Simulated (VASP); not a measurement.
Here is a VASP 6.6.1 calculation.

File INCAR:

```
ALGO = Normal
EDIFF = 1E-7
ENCUT = 520
GGA = PE
ISIF = 2
ISMEAR = -1
LASPH = T
LCHARG = F
LREAL = Auto
LWAVE = F
NBANDS = 118
NELM = 60
PREC = Accurate
SIGMA = 0.05
```

The input KPOINTS:

```
k-points
0
Gamma
  3 3 3
```

Contents of POSCAR:

```
Nb16H
1.0
    6.6000000000      0.0000000000      0.0000000000
    0.0000000000      6.6000000000      0.0000000000
    0.0000000000      0.0000000000      6.6000000000
Nb H
16 1
Direct
   -0.0054121212      0.0008575758     -0.0060377273
    0.5000754545      0.0007807576     -0.0005387879
    0.0017898485      0.5007569697      0.0004986364
   -0.0054746970      0.0008604545      0.5069337879
    0.2557784848      0.2574909091      0.2504386364
    0.5024375758      0.5009024242      0.0005293939
    0.5001069697      0.0007886364      0.5013845455
    0.7500746970      0.2518286364      0.2504048485
    0.0017309091      0.5007604545      0.5003378788
    0.2555940909      0.7442993939      0.2504446970
    0.2484981818      0.2507003030      0.7503986364
    0.5024707576      0.5008990909      0.5002800000
    0.7501460606      0.7498145455      0.2504075758
    0.7477357576      0.2505433333      0.7504509091
    0.2483553030      0.7509380303      0.7503842424
    0.7478110606      0.7510250000      0.7504456061
    0.1253468182      0.0010342424      0.2504633333
```

Potentials or basis: VASP PAW PBE potentials, release 64 (Nb_sv, H).

Run with:

```sh
$ cat potpaw_PBE.64/Nb_sv/POTCAR potpaw_PBE.64/H/POTCAR > POTCAR
$ mpirun -np 1 vasp_std > vasp.out
```

**Question.** What does it give for the largest force?

**Answer.** 0.009 eV/Å.

**Question.** Estimate the band gap on the k mesh.

**Answer.** Zero (an odd number of electrons rules out a gap without spin polarisation).

**Question.** What does it give for the pressure?

**Answer.** 2.2 GPa.

Forces in eV/Å, atoms in the order of the input:
```
Nb  -0.007 -0.003 -0.004
Nb   0.001  0.002  0.002
Nb   0.003  0.004 -0.003
Nb  -0.003 -0.003  0.001
Nb   0.001 -0.003 -0.001
Nb   0.000 -0.003  0.002
Nb  -0.001  0.003 -0.001
Nb   0.003 -0.005  0.001
Nb   0.006  0.004  0.003
Nb   0.007  0.002 -0.002
Nb  -0.006  0.005  0.002
Nb  -0.002 -0.003 -0.001
Nb  -0.003  0.006  0.000
Nb   0.005  0.007 -0.001
Nb   0.001 -0.004  0.003
Nb  -0.001 -0.005 -0.001
H   -0.003 -0.004  0.000
```
